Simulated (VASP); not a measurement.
**HfC: single point with PBE**

The system is HfC.

```
Hf C
1.0
     0.00000    2.32500    2.32500
     2.32500    0.00000    2.32500
     2.32500    2.32500    0.00000
Hf C
1 1
Direct
  0.50000 0.50000 0.50000
  0.00000 0.00000 0.00000
```

```
Program                : VASP 6.6.1
Task                   : single point
Functional             : PBE
Potentials or basis    : VASP PAW PBE potentials, release 64 (Hf_pv, C)
Cutoff                 : 520 eV
k mesh                 : 10 × 10 × 10
Occupations            : gaussian, width 0.1 eV
Spin                   : no spin polarisation
Dipole correction      : no
Further INCAR settings : ALGO = Normal; EDIFF = 1e-06; NBANDS = 14
```

| Item | Value |
| --- | --- |
| Pressure | -0.4 GPa |
| Band gap on the k mesh | zero (band 7 reaches 6.95 eV, above the bottom of band 8 at 5.55 eV) |

Levels at points of the mesh, in eV from the Fermi level:
```
           k point  band 4  band 5  band 6  band 7  band 8  band 9  band 10  band 11
(0.00, 0.00, 0.00)  -12.34    0.96    0.96    0.96    1.36    1.36     1.36     3.36
(0.50, 0.00, 0.00)   -8.60   -6.17   -3.02   -3.02    5.28    5.28     5.75     6.52
(0.50, 0.50, 0.00)  -10.45   -2.62   -1.81   -0.13   -0.13    5.27     6.70     6.70
```

Wall time 8.5 s on 1 thread of Intel Xeon 6455B, with other jobs on the host, peak memory 0.15 GiB.

Caveat: spin-orbit coupling is left out, which moves the levels of the heavy elements.
